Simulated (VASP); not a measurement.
# W in VASP: notebook

Runs on W. Level: PBE. Tasks: single point.

Program: VASP 6.6.1. These are calculated values, not measurements. Logs are shortened: lines on timing, memory, paths and dates and some standing lists are left out, and cuts for length are marked.

### Step 1. The cell of the first run

Symmetry: Im-3m, No. 229, cubic system. The conventional cell has a = 3.339 Å, b = 3.339 Å, c = 3.339 Å, α = 90.00°, β = 90.00°, γ = 90.00°. Within 3.8 Å of W (site symmetry m-3m) lie 14 W at 2.89 to 3.34 Å.

### Step 2. Single point, PBE (strained)

File INCAR:

```
SYSTEM = W
ALGO     = Normal         ! electronic algorithm
EDIFF    = 1E-7           ! SCF threshold, eV
ENCUT    = 520            ! plane-wave cutoff, eV
GGA      = PE             ! functional
ISIF     = 2              ! what is computed and relaxed
ISMEAR   = 0              ! smearing method
LASPH    = .True.         ! aspherical terms in the spheres
LCHARG   = .False.        ! write CHGCAR
LREAL    = .False.        ! projectors in reciprocal space
LWAVE    = .False.        ! write WAVECAR
NBANDS   = 13             ! bands
NELM     = 100            ! most SCF steps
PREC     = Accurate       ! precision mode
SIGMA    = 0.1            ! smearing width, eV
```

File KPOINTS:

```
k-points
0
Gamma
  18 18 18
  0 0 0
```

File POSCAR:

```
W
1.0
   -1.6692583650      1.6692583650      1.6692583650
    1.6692583650     -1.6692583650      1.6692583650
    1.6692583650      1.6692583650     -1.6692583650
W
1
Direct
    0.0000000000      0.0000000000      0.0000000000
```

Potentials or basis: VASP PAW PBE potentials, release 64 (W_sv).

Run with:

```sh
$ cat potpaw_PBE.64/W_sv/POTCAR > POTCAR
$ mpirun -np 1 vasp_std > vasp.out
```

OUTCAR:

```text
SYSTEM = W
   EDIFF = 1E-7
   ENCUT = 520
   GGA = PE
   ISIF = 2
   ISMEAR = 0
   LASPH = .True.
   LREAL = .False.
   NELM = 100
   PREC = Accurate

 ion  position               nearest neighbor table
   1  0.000  0.000  0.000-

  LATTYP: Found a body centered cubic cell.
 ALAT       =     3.3385167300

  Lattice vectors:

 A1 = (  -1.6692583650,   1.6692583650,   1.6692583650)
 A2 = (   1.6692583650,  -1.6692583650,   1.6692583650)
 A3 = (   1.6692583650,   1.6692583650,  -1.6692583650)

Analysis of symmetry for initial positions (statically):
=====================================================================
 Subroutine PRICEL returns:
 Original cell was already a primitive cell.

 Routine SETGRP: Setting up the symmetry group for a
 body centered cubic supercell.

 Subroutine GETGRP returns: Found 48 space group operations
 (whereof 48 operations were pure point group operations)
 out of a pool of 48 trial point group operations.

The static configuration has the point symmetry O_h .

Analysis of symmetry for dynamics (positions and initial velocities):
=====================================================================
 Subroutine PRICEL returns:
 Original cell was already a primitive cell.

 Routine SETGRP: Setting up the symmetry group for a
 body centered cubic supercell.

 Subroutine GETGRP returns: Found 48 space group operations
 (whereof 48 operations were pure point group operations)
 out of a pool of 48 trial point group operations.

The dynamic configuration has the point symmetry O_h .

 Subroutine INISYM returns: Found 48 space group operations
 (whereof 48 operations are pure point group operations),
 and found     1 'primitive' translations

----------------------------------------------------------------------------------------

                                     Primitive cell

  volume of cell :      18.6050

  direct lattice vectors                    reciprocal lattice vectors
    -1.669258365  1.669258365  1.669258365     0.000000000  0.299534219  0.299534219
     1.669258365 -1.669258365  1.669258365     0.299534219  0.000000000  0.299534219
     1.669258365  1.669258365 -1.669258365     0.299534219  0.299534219  0.000000000

  length of vectors
     2.891240299  2.891240299  2.891240299     0.423605354  0.423605354  0.423605354

  position of ions in fractional coordinates (direct lattice)
     0.000000000  0.000000000  0.000000000

  ion indices of the primitive-cell ions
   primitive index   ion index
                 1           1

----------------------------------------------------------------------------------------

 KPOINTS: k-points

Automatic generation of k-mesh.
 Grid dimensions read from file:
 generate k-points for:   18   18   18

 Generating k-lattice:

  Cartesian coordinates                     Fractional coordinates (reciprocal lattice)
     0.000000000  0.016640790  0.016640790     0.055555556  0.000000000  0.000000000
     0.016640790  0.000000000  0.016640790     0.000000000  0.055555556  0.000000000
     0.016640790  0.016640790  0.000000000     0.000000000  0.000000000  0.055555556

  Length of vectors
     0.023533631  0.023533631  0.023533631

  Shift w.r.t. Gamma in fractional coordinates (k-lattice)
     0.000000000  0.000000000  0.000000000

 Subroutine IBZKPT returns following result:
 ===========================================

 Found    195 irreducible k-points:

 Following reciprocal coordinates:
            Coordinates               Weight
  0.000000  0.000000  0.000000      1.000000
  0.055556  0.000000  0.000000     12.000000
  0.111111  0.000000  0.000000     12.000000
  0.166667  0.000000  0.000000     12.000000
  0.222222  0.000000  0.000000     12.000000
  0.277778  0.000000  0.000000     12.000000
[... 16 lines left out ...]
  0.333333  0.111111 -0.000000     48.000000
  0.388889  0.111111  0.000000     48.000000
 [... further k-points ...]
   k-points           NKPTS =    195   k-points in BZ     NKDIM =    195   number of bands    NBANDS=     13
   number of dos      NEDOS =    301   number of ions     NIONS =      1
   total plane-waves  NPLWV =  13824
   dimension x,y,z NGX =    24 NGY =   24 NGZ =   24
   dimension x,y,z NGXF=    48 NGYF=   48 NGZF=   48
   ions per type =               1
   NGX,Y,Z   is equivalent  to a cutoff of  13.80, 13.80, 13.80 a.u.
   NGXF,Y,Z  is equivalent  to a cutoff of  27.60, 27.60, 27.60 a.u.
 SYSTEM =  W
   PREC   = accura    normal or accurate (medium, high low for compatibility)
   ISTART =      0    job   : 0-new  1-cont  2-samecut
   ICHARG =      2    charge: 1-file 2-atom 10-const
   ISPIN  =      1    spin polarized calculation?
   LNONCOLLINEAR =      F non collinear calculations
   LSORBIT =      F    spin-orbit coupling
   LASPH  =      T    aspherical Exc in radial PAW
   ENCUT  =  520.0 eV  38.22 Ry    6.18 a.u.   5.38  5.38  5.38*2*pi/ulx,y,z
   NELM   =    100;   NELMIN=  2; NELMDL= -5     # of ELM steps
   EDIFF  = 0.1E-06   stopping-criterion for ELM
   LREAL  =      F    real-space projection
   EDIFFG = 0.1E-05   stopping-criterion for IOM
   NSW    =      0    number of steps for IOM
   IBRION =     -1    ionic relax: 0-MD 1-quasi-New 2-CG
   NFREE  =      0    steps in history (QN), initial steepest desc. (CG)
   ISIF   =      2    stress and relaxation
   ISYM   =      2    0-nonsym 1-usesym 2-fastsym
   POTIM  = 0.5000    time-step for ionic-motion
   TEBEG  =    0.0;   TEEND  =   0.0 temperature during run
   PSTRESS=    0.0 pullay stress
   NELECT =      14.0000    total number of electrons
   NUPDOWN=      -1.0000    fix difference up-down
   EMIN   =  10.00;   EMAX   =-10.00  energy-range for DOS
   EFERMI =   0.00;   METHOD = LEGACY
   ISMEAR =     0;   SIGMA  =   0.10  broadening in eV -4-tet -1-fermi 0-gaus
   EFERMI_NEDOS =   21; number of points for ismear=-14 and -15
   IALGO  =     38    algorithm
   IMIX   =      4    mixing-type and parameters
     AMIX     =   0.40;   BMIX     =  1.00
     AMIX_MAG =   1.60;   BMIX_MAG =  1.00
  volume/ion in A,a.u.               =      18.61       125.55
  Fermi-wavevector in a.u.,A,eV,Ry     =   1.489043  2.813884 30.167511  2.217250
  Thomas-Fermi vector in A             =   2.602001
   LORBIT       =      0    0 simple, 1 ext, 2 COOP (PROOUT), +10 PAW based schemes
   GGA     = PE    functional components
   LHFCALC =     F    Hartree Fock is set to
   AEXX    =    0.0000 exact exchange contribution
   IVDW    =     0    specifies the selected vdW correction
   LEPSILON=     F    determine dielectric tensor
   LRPA    =     F    only Hartree local field effects (RPA)
 non-spin polarized calculation
 Gauss-broadening in eV      SIGMA  =   0.10
  energy-cutoff  :      520.00
  volume of cell :       18.61
 maximum number of plane-waves:       531
 NGX is ok and might be reduce to    24
   NGX = 11   NGY = 11   NGZ = 11

 number of electron      14.0000001 magnetization

 Free energy of the ion-electron system (eV)
  ---------------------------------------------------
  ext. energy  EPLUGINS =         0.00000000
  ---------------------------------------------------
  free energy    TOTEN  =       -12.67832459 eV

  energy without entropy =      -12.67393248  energy(sigma->0) =      -12.67612853

 E-fermi :   9.2425     XC(G=0): -12.7568

 val. band max:        9.2387455592   @ k =  -0.4444   0.4444   0.2778
 cond. band min:       9.2444932474   @ k =  -0.1667   0.1667   0.0556
 fundamental gap:      0.0057476882
 Fermi energy:         9.2425415576

 k-point     1 :       0.0000    0.0000    0.0000
  band No.  band energies     occupation
      1     -65.1639      2.00000
      2     -28.9036      2.00000
      3     -28.9036      2.00000
      4     -28.9036      2.00000
      5       0.5319      2.00000
      6       8.2621      2.00000
      7       8.2621      2.00000
      8       8.2621      2.00000
      9      11.1421      0.00000
     10      11.1421      0.00000
     11      23.3874      0.00000
     12      23.3874      0.00000
     13      23.3874      0.00000

 k-point     2 :       0.0556    0.0000    0.0000
  band No.  band energies     occupation
      1     -65.1619      2.00000
      2     -28.9273      2.00000
      3     -28.9113      2.00000
      4     -28.9036      2.00000
      5       0.6561      2.00000
      6       8.1911      2.00000
      7       8.2472      2.00000
      8       8.3785      2.00000
      9      11.0345      0.00000
     10      11.1443      0.00000
     11      23.4838      0.00000
     12      23.5985      0.00000
     13      23.6467      0.00000

 k-point     3 :       0.1111    0.0000    0.0000
  band No.  band energies     occupation
      1     -65.1563      2.00000
      2     -28.9951      2.00000
      3     -28.9335      2.00000
      4     -28.9036      2.00000
      5       1.0180      2.00000
      6       7.9937      2.00000
      7       8.1815      2.00000
      8       8.7238      2.00000
      9      10.7956      0.00000
     10      11.1555      0.00000
     11      23.7095      0.00000
     12      24.2142      0.00000
     13      24.2821      0.00000

 k-point     4 :       0.1667    0.0000    0.0000
  band No.  band energies     occupation
      1     -65.1478      2.00000
      2     -29.0977      2.00000
      3     -28.9673      2.00000
      4     -28.9037      2.00000
      5       1.5832      2.00000
      6       7.7092      2.00000
      7       8.0270      2.00000
      8       9.2861      0.53777
      9      10.6036      0.00000
     10      11.1867      0.00000
     11      23.8343      0.00000
     12      24.8009      0.00000
     13      25.1878      0.00000

 k-point     5 :       0.2222    0.0000    0.0000
  band No.  band energies     occupation
      1     -65.1373      2.00000
      2     -29.2216      2.00000
      3     -29.0086      2.00000
      4     -28.9038      2.00000
      5       2.2834      2.00000
      6       7.3854      2.00000
      7       7.8137      2.00000
      8      10.0438      0.00000
      9      10.5760      0.00000
     10      11.2496      0.00000
     11      23.5079      0.00000
     12      24.3504      0.00000
     13      26.4576      0.00000
[... 257 lines left out ...]
 k-point    22 :       0.2778    0.1111    0.0000
  band No.  band energies     occupation
      1     -65.1127      2.00000
      2     -29.4704      2.00000
      3     -29.1057      2.00000
      4     -28.9361      2.00000
      5       3.8977      2.00000
      6       6.8095      2.00000
      7       7.5107      2.00000
      8      10.6367      0.00000
      9      11.6540      0.00000
     10      12.5139      0.00000
     11      20.7981      0.00000
     12      22.4632      0.00000
     13      25.8184      0.00000

 k-point    23 :       0.3333    0.1111   -0.0000
  band No.  band energies     occupation
      1     -65.1046      2.00000
      2     -29.5511      2.00000
      3     -29.1457      2.00000
      4     -28.9370      2.00000
      5       4.2018      2.00000
      6       6.6175      2.00000
      7       7.9624      2.00000
      8      10.8383      0.00000
      9      11.7541      0.00000
     10      13.5485      0.00000
     11      19.2558      0.00000
     12      21.5845      0.00000
     13      24.7199      0.00000

 k-point    24 :       0.3889    0.1111    0.0000
  band No.  band energies     occupation
      1     -65.0993      2.00000
      2     -29.6032      2.00000
      3     -29.1719      2.00000
      4     -28.9375      2.00000
      5       4.2931      2.00000
      6       6.4997      2.00000
      7       8.5403      2.00000
      8      10.8926      0.00000
      9      11.9231      0.00000
     10      14.3768      0.00000
     11      18.0314      0.00000
     12      21.0366      0.00000
     13      23.8518      0.00000

 [... further k-points ...]

------------------------ aborting loop because EDIFF is reached ----------------------------------------

  FORCE on cell =-STRESS in cart. coord.  units (eV):
  Direction    XX          YY          ZZ          XY          YZ          ZX
  --------------------------------------------------------------------------------------
  -------------------------------------------------------------------------------------
  Total       -3.6745140     -3.6745140     -3.6745140     -0.0000000     -0.0000000      0.0000000
  in kB     -316.4315728   -316.4315728   -316.4315728     -0.0000000     -0.0000000      0.0000000
  external PRESSURE =    -316.4315728 kB  Pullay stress =       0.0000000 kB

 VOLUME and BASIS-vectors are now :
 -----------------------------------------------------------------------------
  energy-cutoff  :      520.00
  volume of cell :       18.61
      direct lattice vectors                 reciprocal lattice vectors
    -1.669258365  1.669258365  1.669258365     0.000000000  0.299534219  0.299534219
     1.669258365 -1.669258365  1.669258365     0.299534219  0.000000000  0.299534219
     1.669258365  1.669258365 -1.669258365     0.299534219  0.299534219  0.000000000

 POSITION                                       TOTAL-FORCE (eV/Angst)
 -----------------------------------------------------------------------------------
      0.00000      0.00000      0.00000        -0.000000     -0.000000      0.000000
 -----------------------------------------------------------------------------------
    total drift:                               -0.000000      0.000000      0.000000

  FREE ENERGIE OF THE ION-ELECTRON SYSTEM (eV)
  ---------------------------------------------------
  free  energy   TOTEN  =       -12.6783245929 eV

  energy  without entropy=      -12.6739324753  energy(sigma->0) =      -12.67612853
```

It took 1.9 min on 1 thread of AMD EPYC, shared host; peak memory 0.14 GiB.

What came out:

* Free energy: -12.6783 eV
* Pressure: -31.6 GPa
* Band gap on the k mesh: zero (bands 7 and 8 overlap by 5.09 eV)

Caveat: the cell differs from its parent crystal (strained); the cell stands under tension; spin-orbit coupling is left out, which moves the levels of the heavy elements.

### Step 3. Single point, PBE (the cell strained at random)

File INCAR:

```
ALGO = Fast
EDIFF = 1E-7
ENCUT = 520
GGA = PE
ISIF = 2
ISMEAR = 0
LASPH = True
LCHARG = False
LREAL = False
LWAVE = False
NBANDS = 13
NELM = 80
PREC = Accurate
SIGMA = 0.1
```

File KPOINTS:

```
k-points
0
Gamma
  16 16 16
```

File POSCAR:

```
W
1.0
   -1.6468961650      1.6642268700      1.5995202470
    1.6718779370     -1.6669103340      1.6271854830
    1.5830041650      1.6030183340     -1.6022037110
W
1
Direct
    0.0000000000      0.0000000000      0.0000000000
```

Potentials or basis: VASP PAW PBE potentials, release 64 (W_sv).

Run with:

```sh
$ cat potpaw_PBE.64/W_sv/POTCAR > POTCAR
$ mpirun -np 1 vasp_std > vasp.out
```

Run time: 22 min. Hardware: 1 thread of AMD EPYC, shared host; peak memory 0.48 GiB.

Results (log left out):

- Free energy: -12.8954 eV
- Pressure: -15.7 GPa
- Band gap on the k mesh: zero (bands 7 and 8 overlap by 5.05 eV)

Stress tensor (GPa, compression positive):
```
-16.23   4.35  -1.61
  4.35 -17.18  -0.03
 -1.61  -0.03 -13.70
```

Levels at points of the mesh, in eV from the Fermi level:
```csv
k point,band 3,band 4,band 5,band 6,band 7,band 8,band 9,band 10,band 11,band 12
"(0.00, 0.00, 0.00)",-37.96,-37.91,-9.20,-1.43,-1.23,-0.74,2.03,2.17,13.90,14.41
"(0.50, 0.00, 0.00)",-38.31,-37.96,-5.79,-3.25,0.46,1.95,2.82,5.46,9.88,11.19
"(0.00, 0.50, 0.00)",-38.29,-37.95,-5.81,-3.33,0.36,2.10,2.95,5.34,9.73,11.32
"(0.50, 0.50, 0.00)",-38.24,-37.92,-5.85,-3.24,0.09,2.06,3.03,5.20,9.31,11.59
"(0.00, 0.00, 0.50)",-38.34,-38.01,-5.75,-3.04,0.69,1.58,2.45,5.70,10.31,11.04
"(0.50, 0.00, 0.50)",-38.33,-37.98,-5.77,-3.26,0.60,1.92,2.73,5.54,10.12,11.10
"(0.00, 0.50, 0.50)",-38.30,-37.97,-5.79,-3.24,0.44,1.94,2.82,5.39,9.92,11.26
"(0.50, 0.50, 0.50)",-38.66,-38.62,-5.25,-5.23,4.16,4.62,5.01,7.36,7.72,7.86
```

Caveat: the cell differs from its parent crystal (the cell strained at random); the cell stands under tension; spin-orbit coupling is left out, which moves the levels of the heavy elements.
